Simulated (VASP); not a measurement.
Set up this calculation in VASP 6.6.1, as the native input.

```yaml
Task: single point
Functional: PBE
Potentials_or_basis: VASP PAW PBE potentials, release 64 (Na_pv, N)
Cutoff: 520 eV
k_mesh: 6 × 6 × 4
Occupations: gaussian, width 0.1 eV
Spin: collinear spin, ferromagnetic start
Starting_moments: "[0.0, 0.0, 1.0] μB"
Dipole_correction: no
Further_INCAR_settings: ALGO = Normal; EDIFF = 1e-06; NBANDS = 20
```

The structure of Na2N lies in POSCAR:

```
Na2N
1.0
    3.8826318743     -0.0000000038      0.0000000000
   -1.9413159338      3.3624578386      0.0000000000
    0.0000000000      0.0000000000      7.9921895624
Na N
2 1
Direct
    0.0000000000      0.0000000000      0.7153188644
    0.0000000000      0.0000000000      0.2846811356
    0.0000000000      0.0000000000      0.0000000000
```

The cell was generated, and may not be a known phase.

The input as run:

INCAR

```
  PREC = Accurate
  ENCUT = 520
  EDIFF = 1E-6
  ISMEAR = 0
  SIGMA = 0.1
  LREAL = False
  LASPH = True
  NELM = 150
  ALGO = Normal
  ISIF = 2
  LWAVE = False
  LCHARG = False
  ISPIN = 2
  MAGMOM = 0 0 1
  LORBIT = 11
  GGA = PE
  NBANDS = 20
```

KPOINTS

```
regular mesh
0
Gamma
  6 6 4
```

Potentials or basis: VASP PAW PBE potentials, release 64 (Na_pv, N).

Launch:

```console
$ cat potpaw_PBE.64/Na_pv/POTCAR potpaw_PBE.64/N/POTCAR > POTCAR
$ mpirun -np 1 vasp_std > vasp.out
```

Results of the run:

```yaml
Pressure: 0.1 GPa
Largest_force: 0.019 eV/Å
Net_moment: 2.04 μB per cell
Site_moments: Na -0.01; N +1.25 μB
Valence_electrons_inside_the_program's_atomic_spheres: Na 6.06; N 3.40
```

Wall time 64 s on 1 thread of AMD EPYC 9R45 96-Core Processor (Zen 5), with other jobs on the host, peak memory 0.25 GiB.
